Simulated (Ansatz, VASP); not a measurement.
PbS: VASP beside Ansatz

```xyz
2
Lattice="0.0000 2.8909 3.1132 2.8909 0.0000 3.1132 2.8909 2.8909 0.0000" Properties=species:S:1:pos:R:3 pbc="T T T"
Pb    0.0000    0.0000    0.0000
S     2.8909    2.8909    3.1132
```

Change from the starting cell: strain -0.025 along x and y, +0.050 along z, atoms carried along.

Alike in both runs: task single point; functional PBEsol; k mesh 10 × 10 × 10; occupations gaussian, width 0.03 eV; no spin polarisation.

|  | VASP | Ansatz |
| --- | --- | --- |
| version | VASP 6.6.1 | Ansatz 0.2.0 |
| potentials or method | VASP PAW PBE potentials, release 64 (Pb_d, S), cutoff 520 eV | scalar-relativistic, plane waves, PAW |
| valence electrons in the cell | 20 | 20 |

Ansatz gave:

| Property | Result |
| --- | --- |
| gap on the k mesh at the Fermi level (eV) | 0.11 |
| least direct gap on the mesh (eV) | 0.11 |
| pressure (GPa) | 0.1 |
| traceless stress, the component that is largest in VASP (GPa) | -5.39 |

Question: What did VASP give for the same quantities?

Answer: gap on the k mesh at the Fermi level (eV): 0.11; least direct gap on the mesh (eV): 0.11; pressure (GPa): 0.1; traceless stress, the component that is largest in VASP (GPa): -5.41.

VASP's potentials were made for PBE, not for PBEsol. The functional is the same, so the differences come from potentials, cutoffs and numerics.

Neither program's run includes spin-orbit coupling.
